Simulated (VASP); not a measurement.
Here is a VASP 6.6.1 calculation.

File POSCAR:

```
P
1.0
    1.7333038998      1.0007234748      3.0917543118
   -1.7333038998      1.0007234748      3.0917543118
    0.0000000000     -2.0014469446      3.0917543134
P
2
Direct
    0.2279491903      0.2279491903      0.2279491903
    0.7720508097      0.7720508097      0.7720508097
```

INCAR.step1

```
SYSTEM = P
ALGO = Normal ; EDIFF = 1E-4
ENCUT = 520 ; GGA = PE
ISMEAR = 0 ; LASPH = .True.
LCHARG = .False. ; LREAL = .False.
LWAVE = .True. ; NBANDS = 12
NELM = 60 ; PREC = Accurate
SIGMA = 0.05
```

The input INCAR.step2:

```
SYSTEM = P
ALGO = Normal ; EDIFF = 1E-6
ENCUT = 520 ; ISIF = 2
ISMEAR = 0 ; ISTART = 1
LASPH = .True. ; LCHARG = .True.
LELF = .True. ; LMIXTAU = .True.
LREAL = .False. ; LVHAR = .True.
LWAVE = .False. ; METAGGA = R2SCAN
NBANDS = 12 ; NELM = 60
PREC = Accurate ; SIGMA = 0.05
```

Contents of KPOINTS:

```
k-points
0
Gamma
  16 16 16
  0 0 0
```

Potentials or basis: VASP PAW PBE potentials, release 64 (P).

Run with:

```bash
$ cat potpaw_PBE.64/P/POTCAR > POTCAR
$ cp INCAR.step1 INCAR
$ mpirun -np 1 vasp_std > vasp.out
$ cp INCAR.step2 INCAR
$ mpirun -np 1 vasp_std > vasp.out
```

Question: What does it give for the pressure?

Answer: -0.6 GPa.

Question: Predict the largest force.

Answer: 0.087 eV/Å.

Question: What does it give for the band gap on the k mesh?

Answer: Zero (bands 5 and 6 overlap by 1.01 eV).

Forces in eV/Å, atoms in the order of the input:
```
P    0.000  0.000 -0.087
P    0.000  0.000  0.087
```

Caveat: the PAW data sets were made with another functional, which shifts forces and pressure a little.
